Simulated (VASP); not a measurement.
# Zn in VASP: single point with LDA

Aim: the single point of Zn with LDA.

Everything below comes from runs of VASP 6.6.1. Logs are shortened: lines on timing, memory, paths and dates and some standing lists are left out, and cuts for length are marked.

## (1) The cell of the first run

The cell holds a single atom in a box, 1 atom: a = 14.000 Å, b = 14.400 Å, c = 14.800 Å, α = 90.00°, β = 90.00°, γ = 90.00°.

## (2) Single point, LDA, collinear spin, zero start

File INCAR:

```
PREC     = Accurate       # precision mode
ENCUT    = 520            # plane-wave cutoff, eV
EDIFF    = 1E-7           # SCF threshold, eV
ISMEAR   = -1             # smearing method
SIGMA    = 0.01           # smearing width, eV
LREAL    = F              # projectors in reciprocal space
LASPH    = T              # aspherical terms in the spheres
NELM     = 150            # most SCF steps
ALGO     = Normal         # electronic algorithm
ISIF     = 2              # what is computed and relaxed
LWAVE    = F              # write WAVECAR
LCHARG   = F              # write CHGCAR
ISPIN    = 2              # spin polarisation
MAGMOM   = 0.01           # initial moments
LORBIT   = 11             # projections on sites
NBANDS   = 16             # bands
ISYM     = 0
```

File KPOINTS:

```
Automatic mesh
0
Gamma
  1 1 1
```

File POSCAR:

```
Zn
1.0
   14.0000000000      0.0000000000      0.0000000000
    0.0000000000     14.4000000000      0.0000000000
    0.0000000000      0.0000000000     14.8000000000
Zn
1
Direct
    0.5000000000      0.5000000000      0.5000000000
```

Potentials or basis: VASP PAW LDA potentials, release 64 (Zn).

Started as:

```console
$ cat potpaw_LDA.64/Zn/POTCAR > POTCAR
$ mpirun -np 1 vasp_gam > vasp.out
```

OUTCAR:

```text
PREC = Accurate
   ENCUT = 520
   EDIFF = 1E-7
   ISMEAR = -1
   LREAL = F
   LASPH = T
   NELM = 150
   ISIF = 2
   ISPIN = 2
   LORBIT = 11
   ISYM = 0

 ion  position               nearest neighbor table
   1  0.500  0.500  0.500-

IMPORTANT INFORMATION: All symmetrisations will be switched off!
NOSYMM: (Re-)initialisation of all symmetry stuff for point group C_1.

----------------------------------------------------------------------------------------

                                     Primitive cell

  volume of cell :    2983.6800

  direct lattice vectors                    reciprocal lattice vectors
    14.000000000  0.000000000  0.000000000     0.071428571  0.000000000  0.000000000
     0.000000000 14.400000000  0.000000000     0.000000000  0.069444444  0.000000000
     0.000000000  0.000000000 14.800000000     0.000000000  0.000000000  0.067567568

  length of vectors
    14.000000000 14.400000000 14.800000000     0.071428571  0.069444444  0.067567568

  position of ions in fractional coordinates (direct lattice)
     0.500000000  0.500000000  0.500000000

  ion indices of the primitive-cell ions
   primitive index   ion index
                 1           1

----------------------------------------------------------------------------------------

 KPOINTS: Automatic mesh

Automatic generation of k-mesh.
 Grid dimensions read from file:
 generate k-points for:    1    1    1

 Generating k-lattice:

  Cartesian coordinates                     Fractional coordinates (reciprocal lattice)
     0.071428571  0.000000000  0.000000000     1.000000000  0.000000000  0.000000000
     0.000000000  0.069444444  0.000000000     0.000000000  1.000000000  0.000000000
     0.000000000  0.000000000  0.067567568     0.000000000  0.000000000  1.000000000

  Length of vectors
     0.071428571  0.069444444  0.067567568

  Shift w.r.t. Gamma in fractional coordinates (k-lattice)
     0.000000000  0.000000000  0.000000000

 Subroutine IBZKPT returns following result:
 ===========================================

 Found      1 irreducible k-points:

 Following reciprocal coordinates:
            Coordinates               Weight
  0.000000  0.000000  0.000000      1.000000
   k-points           NKPTS =      1   k-points in BZ     NKDIM =      1   number of bands    NBANDS=     16
   number of dos      NEDOS =    301   number of ions     NIONS =      1
   total plane-waves  NPLWV = ******
   dimension x,y,z NGX =   108 NGY =  108 NGZ =  112
   dimension x,y,z NGXF=   216 NGYF=  216 NGZF=  224
   ions per type =               1
   NGX,Y,Z   is equivalent  to a cutoff of  12.82, 12.47, 12.58 a.u.
   NGXF,Y,Z  is equivalent  to a cutoff of  25.65, 24.94, 25.16 a.u.
 SYSTEM =  unknown system
   PREC   = accura    normal or accurate (medium, high low for compatibility)
   ISTART =      0    job   : 0-new  1-cont  2-samecut
   ICHARG =      2    charge: 1-file 2-atom 10-const
   ISPIN  =      2    spin polarized calculation?
   LNONCOLLINEAR =      F non collinear calculations
   LSORBIT =      F    spin-orbit coupling
   LASPH  =      T    aspherical Exc in radial PAW
   ENCUT  =  520.0 eV  38.22 Ry    6.18 a.u.  26.03 26.77 27.52*2*pi/ulx,y,z
   NELM   =    150;   NELMIN=  2; NELMDL= -5     # of ELM steps
   EDIFF  = 0.1E-06   stopping-criterion for ELM
   LREAL  =      F    real-space projection
   EDIFFG = 0.1E-05   stopping-criterion for IOM
   NSW    =      0    number of steps for IOM
   IBRION =     -1    ionic relax: 0-MD 1-quasi-New 2-CG
   NFREE  =      0    steps in history (QN), initial steepest desc. (CG)
   ISIF   =      2    stress and relaxation
   ISYM   =      0    0-nonsym 1-usesym 2-fastsym
   POTIM  = 0.5000    time-step for ionic-motion
   TEBEG  =    0.0;   TEEND  =   0.0 temperature during run
   PSTRESS=    0.0 pullay stress
   NELECT =      12.0000    total number of electrons
   NUPDOWN=      -1.0000    fix difference up-down
   EMIN   =  10.00;   EMAX   =-10.00  energy-range for DOS
   EFERMI =   0.00;   METHOD = LEGACY
   ISMEAR =    -1;   SIGMA  =   0.01  broadening in eV -4-tet -1-fermi 0-gaus
   EFERMI_NEDOS =   21; number of points for ismear=-14 and -15
   IALGO  =     38    algorithm
   IMIX   =      4    mixing-type and parameters
     AMIX     =   0.40;   BMIX     =  1.00
     AMIX_MAG =   1.60;   BMIX_MAG =  1.00
  volume/ion in A,a.u.               =    2983.68     20134.87
  Fermi-wavevector in a.u.,A,eV,Ry     =   0.260346  0.491983  0.922205  0.067780
  Thomas-Fermi vector in A             =   1.088001
   LORBIT       =     11    0 simple, 1 ext, 2 COOP (PROOUT), +10 PAW based schemes
   GGA     = CA    functional components
   LHFCALC =     F    Hartree Fock is set to
   AEXX    =    0.0000 exact exchange contribution
   IVDW    =     0    specifies the selected vdW correction
   LEPSILON=     F    determine dielectric tensor
   LRPA    =     F    only Hartree local field effects (RPA)
 spin polarized calculation
  energy-cutoff  :      520.00
  volume of cell :     2983.68
 maximum number of plane-waves:     40220
 NGX is ok and might be reduce to   108
   NGX = 53   NGY = 53   NGZ = 55

 number of electron      12.0000011 magnetization       0.0000448

 Free energy of the ion-electron system (eV)
  ---------------------------------------------------
  ext. energy  EPLUGINS =         0.00000000
  ---------------------------------------------------
  free energy    TOTEN  =        -0.00356659 eV

  energy without entropy =       -0.00356659  energy(sigma->0) =       -0.00356659

 E-fermi :  -5.9080     XC(G=0):  -0.2901

 val. band max:       -6.1758511535   @ k =   0.0000   0.0000   0.0000
 cond. band min:      -1.1971769403   @ k =   0.0000   0.0000   0.0000
 fundamental gap:      4.9786742132
 Fermi energy:        -5.9079574558

 spin component 1

 k-point     1 :       0.0000    0.0000    0.0000
  band No.  band energies     occupation
      1     -10.4016      1.00000
      2     -10.4016      1.00000
      3     -10.4016      1.00000
      4     -10.4016      1.00000
      5     -10.4016      1.00000
      6      -6.1759      1.00000
[... 8 lines left out ...]
     15       0.7614      0.00000
     16       0.8032      0.00000
 Fermi energy:        -5.9079574558

 spin component 2

 k-point     1 :       0.0000    0.0000    0.0000
  band No.  band energies     occupation
      1     -10.4016      1.00000
      2     -10.4016      1.00000
      3     -10.4016      1.00000
      4     -10.4016      1.00000
      5     -10.4016      1.00000
      6      -6.1759      1.00000
[... 8 lines left out ...]
     15       0.7621      0.00000
     16       0.8037      0.00000

------------------------ aborting loop because EDIFF is reached ----------------------------------------

  FORCE on cell =-STRESS in cart. coord.  units (eV):
  Direction    XX          YY          ZZ          XY          YZ          ZX
  --------------------------------------------------------------------------------------
  -------------------------------------------------------------------------------------
  Total        0.0015416      0.0000456      0.0013591      0.0000002      0.0000001     -0.0000000
  in kB        0.0008278      0.0000245      0.0007298      0.0000001      0.0000001     -0.0000000
  external PRESSURE =       0.0005274 kB  Pullay stress =       0.0000000 kB

 VOLUME and BASIS-vectors are now :
 -----------------------------------------------------------------------------
  energy-cutoff  :      520.00
  volume of cell :     2983.68
      direct lattice vectors                 reciprocal lattice vectors
    14.000000000  0.000000000  0.000000000     0.071428571  0.000000000  0.000000000
     0.000000000 14.400000000  0.000000000     0.000000000  0.069444444  0.000000000
     0.000000000  0.000000000 14.800000000     0.000000000  0.000000000  0.067567568

 POSITION                                       TOTAL-FORCE (eV/Angst)
 -----------------------------------------------------------------------------------
      7.00000      7.20000      7.40000        -0.000000      0.000000      0.000000
 -----------------------------------------------------------------------------------
    total drift:                               -0.000000      0.000000      0.000000

  FREE ENERGIE OF THE ION-ELECTRON SYSTEM (eV)
  ---------------------------------------------------
  free  energy   TOTEN  =        -0.0035665879 eV

  energy  without entropy=       -0.0035665879  energy(sigma->0) =       -0.00356659

 total charge

# of ion       s       p       d       tot
------------------------------------------
    1        0.890   0.000   9.739  10.629

 magnetization (x)

# of ion       s       p       d       tot
------------------------------------------
    1       -0.000   0.000  -0.000  -0.000
```

Run time: 2.8 min. Hardware: 1 thread of AMD EPYC 7R13 (Zen 3), shared host; peak memory 1.4 GiB.

Results:

```
Free energy                                           : -0.0036 eV
Pressure                                              : 0.0 GPa
Band gap on the k mesh                                : 4.98 eV
Net moment                                            : 0.00 μB per cell
Valence electrons inside the program's atomic spheres : Zn 10.63
```
